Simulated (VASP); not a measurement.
# MgS (Niningerite) (Fm-3m) in VASP: further runs

Runs on MgS (Niningerite). Level: PBE. Tasks: single point.

Everything below comes from runs of VASP 6.6.1. Logs are shortened: lines on timing, memory, paths and dates and some standing lists are left out, and cuts for length are marked.

## Step 1: The cell of the first run

It takes space group Fm-3m (No. 225, cubic). Conventional cell: a = 5.203 Å, b = 5.203 Å, c = 5.203 Å, α = 90.00°, β = 90.00°, γ = 90.00°. S (site symmetry m-3m) has 6 Mg at 2.60 Å within 3.4 Å. Mg (site symmetry m-3m) has 6 S at 2.60 Å within 3.4 Å.

## Step 2: Single point, PBE

INCAR reads:

```
ALGO     = Normal         # electronic algorithm
EDIFF    = 1E-6           # SCF threshold, eV
ENCUT    = 520            # plane-wave cutoff, eV
GGA      = PE             # functional
ISIF     = 2              # what is computed and relaxed
ISMEAR   = 0              # smearing method
LASPH    = T              # aspherical terms in the spheres
LCHARG   = F              # write CHGCAR
LREAL    = F              # projectors in reciprocal space
LWAVE    = F              # write WAVECAR
NBANDS   = 11             # bands
NELM     = 60             # most SCF steps
PREC     = Accurate       # precision mode
SIGMA    = 0.018000000000000002 # smearing width, eV
```

KPOINTS reads:

```
k-points
0
Gamma
  9 9 9
```

POSCAR reads:

```
MgS
1.0
    0.0000000000      2.6016500000      2.6016500000
    2.6016500000      0.0000000000      2.6016500000
    2.6016500000      2.6016500000      0.0000000000
S Mg
1 1
Direct
    0.5000000000      0.5000000000      0.5000000000
    0.0000000000      0.0000000000      0.0000000000
```

Potentials or basis: VASP PAW PBE potentials, release 64 (S, Mg).

The run is started by

```bash
cat potpaw_PBE.64/S/POTCAR potpaw_PBE.64/Mg/POTCAR > POTCAR
mpirun -np 1 vasp_std > vasp.out
```

OUTCAR:

```text
EDIFF = 1E-6
   ENCUT = 520
   GGA = PE
   ISIF = 2
   ISMEAR = 0
   LASPH = T
   LREAL = F
   NELM = 60
   PREC = Accurate

 ion  position               nearest neighbor table
   1  0.500  0.500  0.500-   2 2.60   2 2.60   2 2.60   2 2.60   2 2.60   2 2.60
   2  0.000  0.000  0.000-   1 2.60   1 2.60   1 2.60   1 2.60   1 2.60   1 2.60

  LATTYP: Found a face centered cubic cell.
 ALAT       =     5.2033000000

  Lattice vectors:

 A1 = (   0.0000000000,   2.6016500000,   2.6016500000)
 A2 = (   2.6016500000,   0.0000000000,   2.6016500000)
 A3 = (   2.6016500000,   2.6016500000,   0.0000000000)

Analysis of symmetry for initial positions (statically):
[... 33 lines left out ...]
                                     Primitive cell

  volume of cell :      35.2190

  direct lattice vectors                    reciprocal lattice vectors
     0.000000000  2.601650000  2.601650000    -0.192185728  0.192185728  0.192185728
     2.601650000  0.000000000  2.601650000     0.192185728 -0.192185728  0.192185728
     2.601650000  2.601650000  0.000000000     0.192185728  0.192185728 -0.192185728

  length of vectors
     3.679288715  3.679288715  3.679288715     0.332875446  0.332875446  0.332875446

  position of ions in fractional coordinates (direct lattice)
[... 8 lines left out ...]
----------------------------------------------------------------------------------------

 KPOINTS: k-points

Automatic generation of k-mesh.
 Grid dimensions read from file:
 generate k-points for:    9    9    9

 Generating k-lattice:

  Cartesian coordinates                     Fractional coordinates (reciprocal lattice)
    -0.021353970  0.021353970  0.021353970     0.111111111  0.000000000  0.000000000
     0.021353970 -0.021353970  0.021353970     0.000000000  0.111111111  0.000000000
     0.021353970  0.021353970 -0.021353970     0.000000000  0.000000000  0.111111111

  Length of vectors
     0.036986161  0.036986161  0.036986161

  Shift w.r.t. Gamma in fractional coordinates (k-lattice)
     0.000000000  0.000000000  0.000000000

 Subroutine IBZKPT returns following result:
 ===========================================

 Found     35 irreducible k-points:

 Following reciprocal coordinates:
            Coordinates               Weight
  0.000000  0.000000  0.000000      1.000000
  0.111111  0.000000  0.000000      8.000000
  0.222222  0.000000  0.000000      8.000000
  0.333333  0.000000  0.000000      8.000000
  0.444444  0.000000  0.000000      8.000000
  0.111111  0.111111  0.000000      6.000000
[... 16 lines left out ...]
 -0.333333  0.333333  0.000000     12.000000
  0.444444  0.444444  0.000000      6.000000
 [... further k-points ...]
   k-points           NKPTS =     35   k-points in BZ     NKDIM =     35   number of bands    NBANDS=     11
   number of dos      NEDOS =    301   number of ions     NIONS =      2
   total plane-waves  NPLWV =  21952
   dimension x,y,z NGX =    28 NGY =   28 NGZ =   28
   dimension x,y,z NGXF=    56 NGYF=   56 NGZF=   56
   ions per type =               1   1
   NGX,Y,Z   is equivalent  to a cutoff of  12.65, 12.65, 12.65 a.u.
   NGXF,Y,Z  is equivalent  to a cutoff of  25.30, 25.30, 25.30 a.u.
 SYSTEM =  unknown system
   PREC   = accura    normal or accurate (medium, high low for compatibility)
   ISTART =      0    job   : 0-new  1-cont  2-samecut
   ICHARG =      2    charge: 1-file 2-atom 10-const
   ISPIN  =      1    spin polarized calculation?
   LNONCOLLINEAR =      F non collinear calculations
   LSORBIT =      F    spin-orbit coupling
   LASPH  =      T    aspherical Exc in radial PAW
   ENCUT  =  520.0 eV  38.22 Ry    6.18 a.u.   6.84  6.84  6.84*2*pi/ulx,y,z
   NELM   =     60;   NELMIN=  2; NELMDL= -5     # of ELM steps
   EDIFF  = 0.1E-05   stopping-criterion for ELM
   LREAL  =      F    real-space projection
   EDIFFG = 0.1E-04   stopping-criterion for IOM
   NSW    =      0    number of steps for IOM
   IBRION =     -1    ionic relax: 0-MD 1-quasi-New 2-CG
[... 8 lines left out ...]
   EMIN   =  10.00;   EMAX   =-10.00  energy-range for DOS
   EFERMI =   0.00;   METHOD = LEGACY
   ISMEAR =     0;   SIGMA  =   0.02  broadening in eV -4-tet -1-fermi 0-gaus
   EFERMI_NEDOS =   21; number of points for ismear=-14 and -15
   IALGO  =     38    algorithm
   IMIX   =      4    mixing-type and parameters
     AMIX     =   0.40;   BMIX     =  1.00
     AMIX_MAG =   1.60;   BMIX_MAG =  1.00
  volume/ion in A,a.u.               =      17.61       118.83
  Fermi-wavevector in a.u.,A,eV,Ry     =   0.998878  1.887606 13.575323  0.997758
  Thomas-Fermi vector in A             =   2.131131
   LORBIT       =      0    0 simple, 1 ext, 2 COOP (PROOUT), +10 PAW based schemes
   GGA     = PE    functional components
   LHFCALC =     F    Hartree Fock is set to
   AEXX    =    0.0000 exact exchange contribution
   IVDW    =     0    specifies the selected vdW correction
   LEPSILON=     F    determine dielectric tensor
   LRPA    =     F    only Hartree local field effects (RPA)
 non-spin polarized calculation
 Gauss-broadening in eV      SIGMA  =   0.02
  energy-cutoff  :      520.00
  volume of cell :       35.22
 maximum number of plane-waves:       958
   NGX = 13   NGY = 13   NGZ = 13

 number of electron       8.0000000 magnetization

 Free energy of the ion-electron system (eV)
  ---------------------------------------------------
  ext. energy  EPLUGINS =         0.00000000
  ---------------------------------------------------
  free energy    TOTEN  =        -8.50202859 eV

  energy without entropy =       -8.50202859  energy(sigma->0) =       -8.50202859

 E-fermi :   3.7998     XC(G=0):  -9.6883

 val. band max:        3.7250049857   @ k =   0.0000   0.0000   0.0000
 cond. band min:       6.6304625085   @ k =   0.4444   0.4444   0.0000
 fundamental gap:      2.9054575228
 Fermi energy:         3.7998249209

 k-point     1 :       0.0000    0.0000    0.0000
  band No.  band energies     occupation
      1      -8.9418      2.00000
      2       3.7250      2.00000
      3       3.7250      2.00000
      4       3.7250      2.00000
      5       7.4352      0.00000
      6      11.6798      0.00000
      7      11.6798      0.00000
      8      11.6798      0.00000
      9      14.0749      0.00000
     10      14.0749      0.00000
     11      16.2633      0.00000

 k-point     2 :       0.1111    0.0000    0.0000
  band No.  band energies     occupation
      1      -8.8219      2.00000
      2       2.8604      2.00000
      3       3.6439      2.00000
      4       3.6439      2.00000
      5       8.1168      0.00000
      6      11.3910      0.00000
      7      11.8946      0.00000
      8      11.8946      0.00000
      9      13.5118      0.00000
     10      13.5118      0.00000
     11      16.4977      0.00000

 k-point     3 :       0.2222    0.0000    0.0000
  band No.  band energies     occupation
      1      -8.4894      2.00000
      2       1.3041      2.00000
      3       3.4553      2.00000
      4       3.4553      2.00000
      5       8.6953      0.00000
      6      11.7124      0.00000
      7      11.7124      0.00000
      8      11.7328      0.00000
      9      13.7125      0.00000
     10      13.7125      0.00000
     11      15.7877      0.00000

 k-point     4 :       0.3333    0.0000    0.0000
  band No.  band energies     occupation
      1      -8.0423      2.00000
      2      -0.1140      2.00000
      3       3.2645      2.00000
      4       3.2645      2.00000
      5       8.5087      0.00000
      6      11.0648      0.00000
      7      11.0648      0.00000
      8      13.0702      0.00000
      9      15.2395      0.00000
     10      15.2395      0.00000
     11      15.2838      0.00000

 k-point     5 :       0.4444    0.0000    0.0000
  band No.  band energies     occupation
      1      -7.6901      2.00000
      2      -0.9838      2.00000
      3       3.1509      2.00000
      4       3.1509      2.00000
      5       8.3020      0.00000
      6      10.6822      0.00000
      7      10.6822      0.00000
      8      13.7999      0.00000
      9      15.6896      0.00000
     10      17.3169      0.00000
     11      17.3169      0.00000

 k-point     6 :       0.1111    0.1111    0.0000
  band No.  band energies     occupation
      1      -8.7824      2.00000
      2       2.8874      2.00000
      3       3.4626      2.00000
      4       3.4626      2.00000
      5       8.3918      0.00000
      6      10.8831      0.00000
      7      12.2168      0.00000
      8      12.2168      0.00000
      9      12.5089      0.00000
     10      14.2822      0.00000
     11      17.3490      0.00000

 k-point     7 :       0.2222    0.1111    0.0000
  band No.  band energies     occupation
      1      -8.5216      2.00000
      2       1.7245      2.00000
      3       3.2133      2.00000
      4       3.2894      2.00000
      5       9.1079      0.00000
      6      10.6096      0.00000
      7      11.3954      0.00000
      8      12.4729      0.00000
      9      13.1751      0.00000
     10      14.4709      0.00000
     11      16.9705      0.00000

 k-point     8 :       0.3333    0.1111    0.0000
  band No.  band energies     occupation
      1      -8.1101      2.00000
      2       0.3559      2.00000
      3       3.0125      2.00000
      4       3.0195      2.00000
      5       9.0540      0.00000
      6      10.5841      0.00000
      7      11.6799      0.00000
      8      11.8948      0.00000
      9      14.5989      0.00000
     10      15.7805      0.00000
     11      16.4544      0.00000
[... 141 lines left out ...]
 k-point    19 :      -0.2222    0.2222    0.0000
  band No.  band energies     occupation
      1      -7.8952      2.00000
      2       0.2558      2.00000
      3       1.7695      2.00000
      4       3.2525      2.00000
      5       9.8020      0.00000
      6      11.0161      0.00000
      7      11.3022      0.00000
      8      11.5904      0.00000
      9      13.7291      0.00000
     10      18.1234      0.00000
     11      18.5229      0.00000

 k-point    20 :       0.3333    0.3333    0.0000
  band No.  band energies     occupation
      1      -7.7713      2.00000
      2       0.3260      2.00000
      3       2.3777      2.00000
      4       2.3777      2.00000
      5       7.6080      0.00000
      6       8.6776      0.00000
      7      13.4623      0.00000
      8      15.1492      0.00000
      9      15.1492      0.00000
     10      15.7090      0.00000
     11      20.6040      0.00000

 k-point    21 :       0.4444    0.3333    0.0000
  band No.  band energies     occupation
      1      -7.4882      2.00000
      2      -0.0970      2.00000
      3       1.8477      2.00000
      4       2.2564      2.00000
      5       7.3409      0.00000
      6       8.8577      0.00000
      7      13.8206      0.00000
      8      14.4818      0.00000
      9      16.3612      0.00000
     10      17.6439      0.00000
     11      20.4198      0.00000

 k-point    22 :      -0.4444    0.3333    0.0000
  band No.  band energies     occupation
      1      -7.3050      2.00000
      2      -0.1486      2.00000
      3       0.9454      2.00000
      4       2.3332      2.00000
      5       7.5776      0.00000
      6      10.0595      0.00000
      7      13.5459      0.00000
      8      13.6452      0.00000
      9      16.1394      0.00000
     10      17.8847      0.00000
     11      20.2466      0.00000

 k-point    23 :      -0.3333    0.3333    0.0000
  band No.  band energies     occupation
      1      -7.3344      2.00000
      2       0.0999      2.00000
      3       0.4069      2.00000
      4       2.5884      2.00000
      5       8.1560      0.00000
      6      11.4442      0.00000
      7      12.6336      0.00000
      8      12.9753      0.00000
      9      15.4547      0.00000
     10      16.1778      0.00000
     11      20.4241      0.00000

 k-point    24 :       0.4444    0.4444    0.0000
  band No.  band energies     occupation
      1      -7.3314      2.00000
      2      -0.3721      2.00000
      3       2.0815      2.00000
      4       2.0815      2.00000
      5       6.6305      0.00000
      6       8.1832      0.00000
      7      15.3721      0.00000
      8      16.4282      0.00000
      9      16.7273      0.00000
     10      16.7273      0.00000
     11      19.9795      0.00000

 [... further k-points ...]
[... 5 lines left out ...]
  --------------------------------------------------------------------------------------
  -------------------------------------------------------------------------------------
  Total        0.1887752      0.1887752      0.1887752      0.0000000      0.0000000     -0.0000000
  in kB        8.5877424      8.5877424      8.5877424      0.0000000      0.0000000     -0.0000000
  external PRESSURE =       8.5877424 kB  Pullay stress =       0.0000000 kB

 VOLUME and BASIS-vectors are now :
 -----------------------------------------------------------------------------
  energy-cutoff  :      520.00
  volume of cell :       35.22
      direct lattice vectors                 reciprocal lattice vectors
     0.000000000  2.601650000  2.601650000    -0.192185728  0.192185728  0.192185728
     2.601650000  0.000000000  2.601650000     0.192185728 -0.192185728  0.192185728
     2.601650000  2.601650000  0.000000000     0.192185728  0.192185728 -0.192185728

 POSITION                                       TOTAL-FORCE (eV/Angst)
 -----------------------------------------------------------------------------------
      2.60165      2.60165      2.60165        -0.000000      0.000000      0.000000
      0.00000      0.00000      0.00000         0.000000     -0.000000     -0.000000
 -----------------------------------------------------------------------------------
    total drift:                                0.000000      0.000000      0.000000

  FREE ENERGIE OF THE ION-ELECTRON SYSTEM (eV)
  ---------------------------------------------------
  free  energy   TOTEN  =        -8.5020285914 eV

  energy  without entropy=       -8.5020285914  energy(sigma->0) =       -8.50202859
```

It took 9.8 s on 1 thread of Intel Xeon Platinum 8375C at 2.90GHz (Ice Lake), shared host; peak memory 0.16 GiB.

Results:

* Free energy: -8.5020 eV
* Pressure: 0.9 GPa
* Band gap on the k mesh: 2.91 eV, indirect (least direct gap 3.71 eV)

## Step 3: Single point, PBE

INCAR reads:

```
SYSTEM = MgS
PREC = Accurate ; ENCUT = 520
EDIFF = 1E-6 ; ISMEAR = 0
SIGMA = 0.019000000000000003 ; LREAL = .False.
LASPH = .True. ; NELM = 80
ALGO = Normal ; ISIF = 2
LWAVE = .False. ; LCHARG = .False.
GGA = PE ; NBANDS = 11
```

KPOINTS reads:

```
regular mesh
0
Gamma
  9 9 9
  0 0 0
```

POSCAR is that of step 2.

Potentials or basis: VASP PAW PBE potentials, release 64 (S, Mg).

The run is started by

```bash
cat potpaw_PBE.64/S/POTCAR potpaw_PBE.64/Mg/POTCAR > POTCAR
mpirun -np 1 vasp_std > vasp.out
```

Run time: 9.4 s. Hardware: 1 thread of Intel Xeon Platinum 8375C at 2.90GHz (Ice Lake), shared host; peak memory 0.16 GiB.

The run converged. Its results:

- Free energy: -8.5020 eV
- Pressure: 0.9 GPa
- Band gap on the k mesh: 2.91 eV, indirect (least direct gap 3.71 eV)

Levels at points of the mesh, in eV from the valence-band top:
```tsv
k point	band 1	band 2	band 3	band 4	band 5	band 6	band 7	band 8
(0.00, 0.00, 0.00)	-12.67	0.00	0.00	0.00	3.71	7.95	7.95	7.95
```

A k mesh can miss the band edges.

(Part 1 of 2 ends here.)
